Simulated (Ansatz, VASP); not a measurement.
One calculation of Sc, two programs

File INCAR:

```
SYSTEM = Sc
  ALGO = Fast
  EDIFF = 1E-6
  ENCUT = 520
  GGA = PE
  ISIF = 2
  ISMEAR = -5
  IVDW = 12
  LASPH = .TRUE.
  LCHARG = .TRUE.
  LELF = .TRUE.
  LREAL = .FALSE.
  LVHAR = .TRUE.
  LWAVE = .FALSE.
  NBANDS = 12
  NELM = 60
  PREC = Accurate
  SIGMA = 0.1
```

The input KPOINTS:

```
k-points
0
G
  10 10 10
  0 0 0
```

The input POSCAR:

```
Sc
1.0
    3.1961226500      0.0000000000      0.0000000000
    1.5980613250      2.7679234085      0.0000000000
    1.5980613250      0.9226411362      2.6096232160
Sc
1
Direct
    0.0000000000      0.0000000000      0.0000000000
```

Contents of input.yaml:

```yaml
crystal:
  lattice:
    - [3.19612265, 0.0, 0.0]
    - [1.598061325, 2.7679234085, 0.0]
    - [1.598061325, 0.9226411362, 2.609623216]
  atoms:
    - { symbol: Sc, position: [0.0, 0.0, 0.0] }
hamiltonian:
  xc: pbe
  pseudopotentials: { kind: paw }
  dispersion: d3bj
kpoints:
  mp_grid: { grid: [10, 10, 10] }
  band_path:
    path:
      - [[0.0, 0.0, 0.0], [0.5, 0.0, 0.5], [0.5, 0.25, 0.75], [0.375, 0.375, 0.75], [0.0, 0.0, 0.0], [0.5, 0.5, 0.5], [0.625, 0.25, 0.625], [0.5, 0.25, 0.75], [0.5, 0.5, 0.5], [0.375, 0.375, 0.75]]
      - [[0.625, 0.25, 0.625], [0.5, 0.0, 0.5]]
    npoints: 14
scf:
  occupations: { method: tetrahedron }
  n_extra_bands: 6
output:
  forces: true
  stress: true
  fatbands: false
```

Alike in both runs: functional PBE; dispersion D3(BJ); k mesh 10 × 10 × 10; occupations tetrahedron; no spin polarisation.

|  | VASP | Ansatz |
| --- | --- | --- |
| version | VASP 6.6.1 | Ansatz 0.2.0 |
| potentials or method | VASP PAW PBE potentials, release 64 (Sc_sv) | Ansatz PAW |
| plane-wave cutoff (eV) | 520 | 420 |
| valence electrons in the cell | 11 | 11 |
| task | single point | band structure |

```csv
,VASP,Ansatz,Ansatz less VASP
gap on the k mesh at the Fermi level (eV),none,none,-
pressure (GPa),0.7,0.7,-0.03
```

A gap of «none» marks a metal or a gap that the smearing closes.
